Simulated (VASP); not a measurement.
Here is a VASP 6.6.1 calculation.

The input INCAR:

```
SYSTEM = LuH2
ALGO     = Normal         ! electronic algorithm
EDIFF    = 1E-8           ! SCF threshold, eV
ENCUT    = 520            ! plane-wave cutoff, eV
GGA      = CA             ! functional
ISIF     = 2              ! what is computed and relaxed
ISMEAR   = -1             ! smearing method
LASPH    = .TRUE.         ! aspherical terms in the spheres
LCHARG   = .FALSE.        ! write CHGCAR
LEFG     = .TRUE.       
LREAL    = .FALSE.        ! projectors in reciprocal space
LWAVE    = .FALSE.        ! write WAVECAR
NBANDS   = 20             ! bands
NELM     = 60             ! most SCF steps
PREC     = Accurate       ! precision mode
SIGMA    = 0.02           ! smearing width, eV
```

Contents of KPOINTS:

```
k-points
0
G
  8 8 8
  0 0 0
```

Contents of POSCAR:

```
LuH2
1.0
    0.0000000000      2.5658556676      2.5658556676
    2.5658556676      0.0000000000      2.5658556676
    2.5658556676      2.5658556676      0.0000000000
Lu H
1 2
Direct
    0.0000000000      0.0000000000      0.0000000000
    0.2500000000      0.2500000000      0.2500000000
    0.7500000000      0.7500000000      0.7500000000
```

Potentials or basis: VASP PAW PBE potentials, release 64 (Lu, H).

Command:

```bash
$ cat potpaw_PBE.64/Lu/POTCAR potpaw_PBE.64/H/POTCAR > POTCAR
$ mpirun -np 1 vasp_std > vasp.out
```

Question: Predict the pressure.

Answer: -10.3 GPa.

Caveat: without QUAD_EFG the Cq values of the log hold for a quadrupole moment of 1 mb, not for the nuclei; the PAW data sets were made with another functional, which shifts forces and pressure a little.
